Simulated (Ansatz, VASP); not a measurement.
Two plane-wave programs on Sc2AsSe

```
CELL_PARAMETERS angstrom
-2.14639 2.14639 5.32985
2.14639 -2.14639 5.32985
2.14639 2.14639 -5.32985
ATOMIC_POSITIONS crystal
Sc 0.26156 0.26156 0.00000
Sc 0.73844 0.73844 0.00000
As 0.00000 0.00000 0.00000
Se 0.50000 0.50000 0.00000
```

Alike in both runs: functional PBE; k mesh 16 × 16 × 16; occupations gaussian, width 0.1 eV; no spin polarisation.

Ansatz relaxed the structure, and its values are those at the end. VASP's run is a single point on that final structure, the one shown.

|  | VASP | Ansatz |
| --- | --- | --- |
| version | VASP 6.6.1 | Ansatz 0.2.0 |
| potentials or method | VASP PAW PBE potentials, release 64 (Sc_sv, As, Se), cutoff 520 eV | scalar-relativistic, plane waves, PAW |
| valence electrons in the cell | 33 | 53 |

Ansatz gave:

```
gap on the k mesh at the Fermi level (eV) : none
pressure (GPa)                            : 0.0
rms of the force components (eV/Å)        : 0.000
```

Question: Which values does VASP return?

Answer: gap on the k mesh at the Fermi level (eV): none; pressure (GPa): 0.1; rms of the force components (eV/Å): 0.007.

A gap of «none» marks a metal or a gap that the smearing closes. VASP's potentials hold 33 valence electrons a cell and Ansatz's 53, so a difference there can come from the potentials and not from the codes.
